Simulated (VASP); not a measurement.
# Re (P6_3/mmc) in VASP: a series of runs

The runs below take Re through single point, with LDA.

Everything below comes from runs of VASP 6.6.1. Logs are shortened: lines on timing, memory, paths and dates and some standing lists are left out, and cuts for length are marked.

### Step 1. The cell of the first run

The structure is hexagonal, space group P6_3/mmc (No. 194). The conventional cell has a = 2.737 Å, b = 2.737 Å, c = 4.421 Å, α = 90.00°, β = 90.00°, γ = 120.00°. Re (site symmetry -6m2) has 12 Re at 2.72 to 2.74 Å within 3.6 Å.

### Step 2. Single point, LDA

Contents of INCAR:

```
ALGO     = Normal         # electronic algorithm
EDIFF    = 1E-6           # SCF threshold, eV
ENCUT    = 520            # plane-wave cutoff, eV
GGA      = CA             # functional
ISIF     = 2              # what is computed and relaxed
ISMEAR   = -1             # smearing method
LASPH    = T              # aspherical terms in the spheres
LCHARG   = F              # write CHGCAR
LREAL    = F              # projectors in reciprocal space
LWAVE    = F              # write WAVECAR
NBANDS   = 14             # bands
NELM     = 80             # most SCF steps
PREC     = Accurate       # precision mode
SIGMA    = 0.05           # smearing width, eV
```

Contents of KPOINTS:

```
k-points
0
Gamma
  14 14 8
```

Contents of POSCAR:

```
Re
1.0
    2.7365675786      0.0000000000      0.0000000000
   -1.3682837893      2.3699370422      0.0000000000
    0.0000000000      0.0000000000      4.4212477281
Re
2
Direct
    0.3333333333      0.6666666667      0.2500000000
    0.6666666667      0.3333333333      0.7500000000
```

Potentials or basis: VASP PAW LDA potentials, release 64 (Re).

Command:

```
> cat potpaw_LDA.64/Re/POTCAR > POTCAR
> mpirun -np 1 vasp_std > vasp.out
```

OUTCAR:

```text
EDIFF = 1E-6
   ENCUT = 520
   GGA = CA
   ISIF = 2
   ISMEAR = -1
   LASPH = T
   LREAL = F
   NELM = 80
   PREC = Accurate

 ion  position               nearest neighbor table
   1  0.333  0.667  0.250-   2 2.72   2 2.72   2 2.72   2 2.72   2 2.72   2 2.72
   2  0.667  0.333  0.750-   1 2.72   1 2.72   1 2.72   1 2.72   1 2.72   1 2.72

  LATTYP: Found a hexagonal cell.
 ALAT       =     2.7365675786
 C/A-ratio  =     1.6156179598

  Lattice vectors:

 A1 = (   2.7365675786,   0.0000000000,   0.0000000000)
 A2 = (  -1.3682837893,   2.3699370422,   0.0000000000)
 A3 = (   0.0000000000,   0.0000000000,   4.4212477281)

Analysis of symmetry for initial positions (statically):
=====================================================================
 Subroutine PRICEL returns:
 Original cell was already a primitive cell.

 Routine SETGRP: Setting up the symmetry group for a
 hexagonal supercell.

 Subroutine GETGRP returns: Found 24 space group operations
 (whereof 12 operations were pure point group operations)
 out of a pool of 24 trial point group operations.

The static configuration has the point symmetry D_3d.
 The point group associated with its full space group is D_6h.

Analysis of symmetry for dynamics (positions and initial velocities):
=====================================================================
 Subroutine PRICEL returns:
 Original cell was already a primitive cell.

 Routine SETGRP: Setting up the symmetry group for a
 hexagonal supercell.

 Subroutine GETGRP returns: Found 24 space group operations
 (whereof 12 operations were pure point group operations)
 out of a pool of 24 trial point group operations.

The dynamic configuration has the point symmetry D_3d.
 The point group associated with its full space group is D_6h.

 Subroutine INISYM returns: Found 24 space group operations
 (whereof 12 operations are pure point group operations),
 and found     1 'primitive' translations

----------------------------------------------------------------------------------------

                                     Primitive cell

  volume of cell :      28.6740

  direct lattice vectors                    reciprocal lattice vectors
     2.736567579  0.000000000  0.000000000     0.365421270  0.210976069  0.000000000
    -1.368283789  2.369937042  0.000000000     0.000000000  0.421952137  0.000000000
     0.000000000  0.000000000  4.421247728     0.000000000  0.000000000  0.226180495

  length of vectors
     2.736567579  2.736567579  4.421247728     0.421952137  0.421952137  0.226180495

  position of ions in fractional coordinates (direct lattice)
     0.333333333  0.666666667  0.250000000
     0.666666667  0.333333333  0.750000000

  ion indices of the primitive-cell ions
   primitive index   ion index
                 1           1
                 2           2

----------------------------------------------------------------------------------------

 KPOINTS: k-points

Automatic generation of k-mesh.
 Grid dimensions read from file:
 generate k-points for:   14   14    8

 Generating k-lattice:

  Cartesian coordinates                     Fractional coordinates (reciprocal lattice)
     0.026101519  0.015069719  0.000000000     0.071428571  0.000000000  0.000000000
     0.000000000  0.030139438  0.000000000     0.000000000  0.071428571  0.000000000
     0.000000000  0.000000000  0.028272562     0.000000000  0.000000000  0.125000000

  Length of vectors
     0.030139438  0.030139438  0.028272562

  Shift w.r.t. Gamma in fractional coordinates (k-lattice)
     0.000000000  0.000000000  0.000000000

 Subroutine IBZKPT returns following result:
 ===========================================

 Found    120 irreducible k-points:

 Following reciprocal coordinates:
            Coordinates               Weight
  0.000000  0.000000  0.000000      1.000000
  0.071429  0.000000  0.000000      6.000000
  0.142857  0.000000  0.000000      6.000000
  0.214286  0.000000  0.000000      6.000000
  0.285714  0.000000  0.000000      6.000000
  0.357143  0.000000  0.000000      6.000000
[... 16 lines left out ...]
  0.285714  0.285714  0.000000      6.000000
  0.357143  0.285714  0.000000      6.000000
 [... further k-points ...]
   k-points           NKPTS =    120   k-points in BZ     NKDIM =    120   number of bands    NBANDS=     14
   number of dos      NEDOS =    301   number of ions     NIONS =      2
   total plane-waves  NPLWV =  14400
   dimension x,y,z NGX =    20 NGY =   20 NGZ =   36
   dimension x,y,z NGXF=    40 NGYF=   40 NGZF=   72
   ions per type =               2
   NGX,Y,Z   is equivalent  to a cutoff of  12.15, 12.15, 13.54 a.u.
   NGXF,Y,Z  is equivalent  to a cutoff of  24.30, 24.30, 27.07 a.u.
 SYSTEM =  unknown system
   PREC   = accura    normal or accurate (medium, high low for compatibility)
   ISTART =      0    job   : 0-new  1-cont  2-samecut
   ICHARG =      2    charge: 1-file 2-atom 10-const
   ISPIN  =      1    spin polarized calculation?
   LNONCOLLINEAR =      F non collinear calculations
   LSORBIT =      F    spin-orbit coupling
   LASPH  =      T    aspherical Exc in radial PAW
   ENCUT  =  520.0 eV  38.22 Ry    6.18 a.u.   5.09  5.09  8.22*2*pi/ulx,y,z
   NELM   =     80;   NELMIN=  2; NELMDL= -5     # of ELM steps
   EDIFF  = 0.1E-05   stopping-criterion for ELM
   LREAL  =      F    real-space projection
[... 7 lines left out ...]
   TEBEG  =    0.0;   TEEND  =   0.0 temperature during run
   PSTRESS=    0.0 pullay stress
   NELECT =      14.0000    total number of electrons
   NUPDOWN=      -1.0000    fix difference up-down
   EMIN   =  10.00;   EMAX   =-10.00  energy-range for DOS
   EFERMI =   0.00;   METHOD = LEGACY
   ISMEAR =    -1;   SIGMA  =   0.05  broadening in eV -4-tet -1-fermi 0-gaus
   EFERMI_NEDOS =   21; number of points for ismear=-14 and -15
   IALGO  =     38    algorithm
   IMIX   =      4    mixing-type and parameters
     AMIX     =   0.40;   BMIX     =  1.00
     AMIX_MAG =   1.60;   BMIX_MAG =  1.00
  volume/ion in A,a.u.               =      14.34        96.75
  Fermi-wavevector in a.u.,A,eV,Ry     =   1.289105  2.436055 22.610042  1.661791
  Thomas-Fermi vector in A             =   2.421018
   LORBIT       =      0    0 simple, 1 ext, 2 COOP (PROOUT), +10 PAW based schemes
   GGA     = CA    functional components
   LHFCALC =     F    Hartree Fock is set to
   AEXX    =    0.0000 exact exchange contribution
   IVDW    =     0    specifies the selected vdW correction
   LEPSILON=     F    determine dielectric tensor
   LRPA    =     F    only Hartree local field effects (RPA)
 non-spin polarized calculation
  energy-cutoff  :      520.00
  volume of cell :       28.67
 maximum number of plane-waves:       786
   NGX = 11   NGY = 11   NGZ = 17

 number of electron      14.0000001 magnetization

 Free energy of the ion-electron system (eV)
  ---------------------------------------------------
  ext. energy  EPLUGINS =         0.00000000
  ---------------------------------------------------
  free energy    TOTEN  =       -27.53575962 eV

  energy without entropy =      -27.52310450  energy(sigma->0) =      -27.52943206

 E-fermi :   8.1434     XC(G=0): -13.9830

 val. band max:        8.1247497937   @ k =   0.1429   0.0714   0.0000
 cond. band min:       8.1441600847   @ k =   0.1429   0.1429   0.0000
 fundamental gap:      0.0194102911
 Fermi energy:         8.1433699955

 k-point     1 :       0.0000    0.0000    0.0000
  band No.  band energies     occupation
      1      -1.7920      2.00000
      2       1.3758      2.00000
      3       6.4983      2.00000
      4       6.5034      2.00000
      5       6.5034      2.00000
      6       7.3735      2.00000
      7       7.3735      2.00000
      8       8.3412      0.03756
      9       8.3412      0.03756
     10       8.9763      0.00000
     11      11.6419      0.00000
     12      11.6419      0.00000
     13      18.5499      0.00000
     14      22.4299      0.00000

 k-point     2 :       0.0714    0.0000    0.0000
  band No.  band energies     occupation
      1      -1.5760      2.00000
      2       1.5789      2.00000
      3       6.0023      2.00000
      4       6.7024      2.00000
      5       6.9274      2.00000
      6       7.2248      2.00000
      7       7.5620      1.99998
      8       7.8997      1.98482
      9       8.1736      0.70688
     10       8.4650      0.00321
     11      11.7570      0.00000
     12      12.6034      0.00000
     13      18.5442      0.00000
     14      22.9141      0.00000

 k-point     3 :       0.1429    0.0000    0.0000
  band No.  band energies     occupation
      1      -0.9610      2.00000
      2       2.1161      2.00000
      3       5.4297      2.00000
      4       6.5938      2.00000
      5       6.7873      2.00000
      6       7.2876      2.00000
      7       7.5068      1.99999
      8       7.7642      1.99898
      9       8.1005      1.40424
     10       8.1135      1.29026
     11      12.0159      0.00000
     12      14.3325      0.00000
     13      18.4469      0.00000
     14      24.1655      0.00000
[... 324 lines left out ...]
 k-point    23 :       0.2857    0.2857    0.0000
  band No.  band energies     occupation
      1       2.8310      2.00000
      2       3.6199      2.00000
      3       4.1211      2.00000
      4       4.5888      2.00000
      5       5.7258      2.00000
      6       6.4184      2.00000
      7       7.8528      1.99403
      8      10.5624      0.00000
      9      11.8740      0.00000
     10      11.9688      0.00000
     11      14.9215      0.00000
     12      15.7489      0.00000
     13      17.3453      0.00000
     14      21.2914      0.00000

 k-point    24 :       0.3571    0.2857    0.0000
  band No.  band energies     occupation
      1       2.7582      2.00000
      2       3.8826      2.00000
      3       3.9960      2.00000
      4       4.8553      2.00000
      5       5.8531      2.00000
      6       6.1492      2.00000
      7       8.0827      1.54214
      8      11.0759      0.00000
      9      11.6016      0.00000
     10      11.8164      0.00000
     11      15.0376      0.00000
     12      15.1285      0.00000
     13      16.9579      0.00000
     14      22.7894      0.00000

 [... further k-points ...]
[... 5 lines left out ...]
  --------------------------------------------------------------------------------------
  -------------------------------------------------------------------------------------
  Total        0.2894781      0.2894781      0.2482106     -0.0000000      0.0000000      0.0000000
  in kB       16.1747802     16.1747802     13.8689341     -0.0000000      0.0000000      0.0000000
  external PRESSURE =      15.4061649 kB  Pullay stress =       0.0000000 kB

 VOLUME and BASIS-vectors are now :
 -----------------------------------------------------------------------------
  energy-cutoff  :      520.00
  volume of cell :       28.67
      direct lattice vectors                 reciprocal lattice vectors
     2.736567579  0.000000000  0.000000000     0.365421270  0.210976069  0.000000000
    -1.368283789  2.369937042  0.000000000     0.000000000  0.421952137  0.000000000
     0.000000000  0.000000000  4.421247728     0.000000000  0.000000000  0.226180495

 POSITION                                       TOTAL-FORCE (eV/Angst)
 -----------------------------------------------------------------------------------
     -0.00000      1.57996      1.10531         0.000000     -0.000000      0.000000
      1.36828      0.78998      3.31594        -0.000000      0.000000      0.000000
 -----------------------------------------------------------------------------------
    total drift:                               -0.000000      0.000000     -0.000000

  FREE ENERGIE OF THE ION-ELECTRON SYSTEM (eV)
  ---------------------------------------------------
  free  energy   TOTEN  =       -27.5357596214 eV

  energy  without entropy=      -27.5231044993  energy(sigma->0) =      -27.52943206
```

It took 33 s on 1 thread of Intel Xeon Platinum 8488C (Sapphire Rapids), shared host; peak memory 0.15 GiB.

What came out:

| Quantity | Value |
| --- | --- |
| Free energy | -27.5358 eV |
| Pressure | 1.5 GPa |
| Band gap on the k mesh | zero (bands 7 and 8 overlap by 3.40 eV) |

Stress tensor (GPa, compression positive):
```
1.62 0.00 0.00
0.00 1.62 0.00
0.00 0.00 1.39
```

Levels at points of the mesh, in eV from the Fermi level:
```
           k point  band 3  band 4  band 5  band 6  band 7  band 8  band 9  band 10  band 11  band 12
(0.00, 0.00, 0.00)   -1.65   -1.64   -1.64   -0.77   -0.77    0.20    0.20     0.83     3.50     3.50
(0.50, 0.00, 0.00)   -5.40   -2.01   -1.63   -1.37   -0.59    4.15    4.56     4.71     6.35     7.40
(0.00, 0.00, 0.50)   -2.42   -2.42   -1.77   -1.77   -1.77   -1.77    2.66     2.66     2.66     2.66
(0.50, 0.00, 0.50)   -4.23   -4.23    0.42    0.42    1.10    1.10    4.47     4.47     5.01     5.01
```

Caveat: spin-orbit coupling is left out, which moves the levels of the heavy elements.

### Step 3. Single point, LDA

Contents of INCAR:

```
SYSTEM = Re
PREC     = Accurate       ! precision mode
ENCUT    = 520            ! plane-wave cutoff, eV
EDIFF    = 1E-6           ! SCF threshold, eV
ISMEAR   = -1             ! smearing method
SIGMA    = 0.05           ! smearing width, eV
LREAL    = .FALSE.        ! projectors in reciprocal space
LASPH    = .TRUE.         ! aspherical terms in the spheres
NELM     = 100            ! most SCF steps
ALGO     = Normal         ! electronic algorithm
ISIF     = 2              ! what is computed and relaxed
LWAVE    = .FALSE.        ! write WAVECAR
LCHARG   = .TRUE.         ! write CHGCAR
GGA      = CA             ! functional
LELF     = .TRUE.         ! ELF
LVHAR    = .TRUE.       
NBANDS   = 14             ! bands
```

Contents of KPOINTS:

```
Automatic mesh
0
G
  14 14 8
  0 0 0
```

Contents of POSCAR:

```
Re
1.0
    2.7366413798      0.0000000000      0.0000000000
   -1.3683206899      2.3700009559      0.0000000000
    0.0000000000      0.0000000000      4.4213715197
Re
2
Direct
    0.3333333333      0.6666666667      0.2500000000
    0.6666666667      0.3333333333      0.7500000000
```

Potentials or basis: VASP PAW LDA potentials, release 64 (Re).

Command:

```
> cat potpaw_LDA.64/Re/POTCAR > POTCAR
> mpirun -np 1 vasp_std > vasp.out
```

Wall time 36 s (1 thread of Intel Xeon Platinum 8488C (Sapphire Rapids), shared host); peak memory 0.16 GiB.

It converged, with:

| Item | Value |
| --- | --- |
| Free energy | -27.5358 eV |
| Pressure | 1.5 GPa |
| Band gap on the k mesh | zero (bands 7 and 8 overlap by 3.40 eV) |

Stress tensor (GPa, compression positive):
```
1.58 0.00 0.00
0.00 1.58 0.00
0.00 0.00 1.35
```

Levels at points of the mesh, in eV from the Fermi level:
```
           k point  band 3  band 4  band 5  band 6  band 7  band 8  band 9  band 10  band 11  band 12
(0.00, 0.00, 0.00)   -1.64   -1.64   -1.64   -0.77   -0.77    0.20    0.20     0.83     3.50     3.50
(0.50, 0.00, 0.00)   -5.40   -2.01   -1.63   -1.37   -0.59    4.15    4.56     4.70     6.35     7.40
(0.00, 0.00, 0.50)   -2.41   -2.41   -1.77   -1.77   -1.77   -1.77    2.66     2.66     2.66     2.66
(0.50, 0.00, 0.50)   -4.23   -4.23    0.42    0.42    1.10    1.10    4.47     4.47     5.01     5.01
```

Caveat: spin-orbit coupling is left out, which moves the levels of the heavy elements.
